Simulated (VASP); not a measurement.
Set up this calculation in VASP 6.6.1, as the native input.

| Property | Result |
| --- | --- |
| Task | single point |
| Functional | LDA |
| Potentials or basis | VASP PAW LDA potentials, release 64 (Al) |
| Cutoff | 520 eV |
| k mesh | 14 × 10 × 1 |
| Occupations | fermi-dirac, width 0.08 eV |
| Spin | no spin polarisation |
| Dipole correction | yes |
| Further INCAR settings | ALGO = Normal; EDIFF = 1e-06; NBANDS = 16 |

The structure of Al lies in POSCAR:

```
Al
1.0
    2.8165331402      0.0000000000      0.0000000000
    0.0000000000      3.9831793658      0.0000000000
    0.0000000000      0.0000000000     27.4775000000
Al
5
Direct
    0.0000000000      0.0000000000      0.4003275139
    0.5000000000      0.5000000000      0.4487485105
    0.0000000000      0.0000000000      0.5000000000
    0.5000000000      0.5000000000      0.5512514894
    0.0000000000      0.0000000000      0.5996724861
```

The input as run:

INCAR

```
PREC = Accurate
ENCUT = 520
EDIFF = 1E-6
ISMEAR = -1
SIGMA = 0.08
LREAL = F
LASPH = T
NELM = 100
ALGO = Normal
ISIF = 2
LWAVE = F
LCHARG = F
LDIPOL = T
IDIPOL = 3
DIPOL = 0.5 0.5 0.500
NBANDS = 16
```

KPOINTS

```
regular mesh
0
Gamma
  14 10 1
```

Potentials or basis: VASP PAW LDA potentials, release 64 (Al).

Run with:

```sh
$ cat potpaw_LDA.64/Al/POTCAR > POTCAR
$ mpirun -np 1 vasp_std > vasp.out
```

Results of the run:

The largest force is 0.008 eV/Å and the band gap on the k mesh is zero (an odd number of electrons rules out a gap without spin polarisation).

Run time: 2.4 min on 1 thread of Intel(R) Xeon(R) 6975P-C (Granite Rapids) (shared host), peak memory 0.4 GiB.
